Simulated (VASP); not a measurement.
A run of VASP 6.6.1:

The input POSCAR:

```
SnSe
1.0
    4.2320494802      0.0000000000      0.0000000000
    0.0000000000      4.2320494802      0.0000000000
    0.0000000000      0.0000000000     10.9844781960
Sn Se
2 2
Direct
    0.5000000000      0.0000000000      0.3781194285
    0.0000000000      0.5000000000      0.6218805715
    0.5000000000      0.0000000000      0.6230943457
    0.0000000000      0.5000000000      0.3769056543
```

INCAR.step1

```
ALGO = Normal ; EDIFF = 1E-5
ENCUT = 550 ; GGA = PE
GGA_COMPAT = False ; ISMEAR = 0
LASPH = True ; LCHARG = False
LREAL = False ; LWAVE = True
NBANDS = 28 ; NELM = 120
PREC = Accurate ; SIGMA = 0.02
```

INCAR.step2

```
ALGO = Normal ; EDIFF = 1E-6
ENCUT = 550 ; GGA_COMPAT = False
ISIF = 2 ; ISMEAR = 0
ISTART = 1 ; LASPH = True
LCHARG = False ; LMIXTAU = True
LREAL = False ; LWAVE = False
METAGGA = R2SCAN ; NBANDS = 28
NELM = 120 ; PREC = Accurate
SIGMA = 0.02
```

File KPOINTS:

```
k-points
0
Gamma
  6 6 4
```

Potentials or basis: VASP PAW PBE potentials, release 64 (Sn_d, Se).

Run with:

```sh
$ cat potpaw_PBE.64/Sn_d/POTCAR potpaw_PBE.64/Se/POTCAR > POTCAR
$ cp INCAR.step1 INCAR
$ mpirun -np 1 vasp_std > vasp.out
$ cp INCAR.step2 INCAR
$ mpirun -np 1 vasp_std > vasp.out
```

Hardware: 1 thread of Oxide Virtual Turin-like Processor, with other jobs on the host.

Question: How long does it take, and how much memory?

Answer: It took 16 min on 1 thread of Oxide Virtual Turin-like Processor (shared host), peak memory 0.38 GiB. Counts: k points 30.
